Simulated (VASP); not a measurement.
Wanted: the native input for a VASP 6.6.1 run.

- Task: single point
- Functional: PBEsol
- Potentials or basis: VASP PAW PBE potentials, release 64 (Ni, Ge_d)
- Cutoff: 520 eV
- k mesh: 12 × 12 × 12
- Occupations: gaussian, width 0.1 eV
- Spin: no spin polarisation
- Dipole correction: no
- Further INCAR settings: ALGO = Fast; EDIFF = 1e-06; NBANDS = 30

The structure of Ni3Ge lies in POSCAR:

```
Ni3Ge
1.0
    3.5091870839      0.0000000000      0.0000000000
    0.0000000000      3.5091870839      0.0000000000
    0.0000000000      0.0000000000      3.5091870839
Ni Ge
3 1
Direct
    0.5000000000      0.0000000000      0.5000000000
    0.0000000000      0.5000000000      0.5000000000
    0.5000000000      0.5000000000      0.0000000000
    0.0000000000      0.0000000000      0.0000000000
```

These files were run (other wordings do the same):

INCAR

```
PREC     = Accurate       # precision mode
ENCUT    = 520            # plane-wave cutoff, eV
EDIFF    = 1E-6           # SCF threshold, eV
ISMEAR   = 0              # smearing method
SIGMA    = 0.1            # smearing width, eV
LREAL    = False          # projectors in reciprocal space
LASPH    = True           # aspherical terms in the spheres
NELM     = 60             # most SCF steps
ALGO     = Fast           # electronic algorithm
ISIF     = 2              # what is computed and relaxed
LWAVE    = False          # write WAVECAR
LCHARG   = True           # write CHGCAR
GGA      = PS             # functional
LELF     = True           # ELF
LVHAR    = True         
NBANDS   = 30             # bands
```

KPOINTS

```
Automatic mesh
0
Gamma
  12 12 12
```

Potentials or basis: VASP PAW PBE potentials, release 64 (Ni, Ge_d).

Launch:

```sh
$ cat potpaw_PBE.64/Ni/POTCAR potpaw_PBE.64/Ge_d/POTCAR > POTCAR
$ mpirun -np 1 vasp_std > vasp.out
```

It gave:

```json
{
 "Pressure": "3.3 GPa",
 "Band gap on the k mesh": "zero (band 22 reaches 10.50 eV, above the bottom of band 23 at 10.26 eV)"
}
```

Caveat: the PAW data sets were made with another functional, which shifts forces and pressure a little.

Wall time 63 s on 1 thread of Intel(R) Xeon(R) 6975P-C (Granite Rapids), with other jobs on the host, peak memory 0.21 GiB.
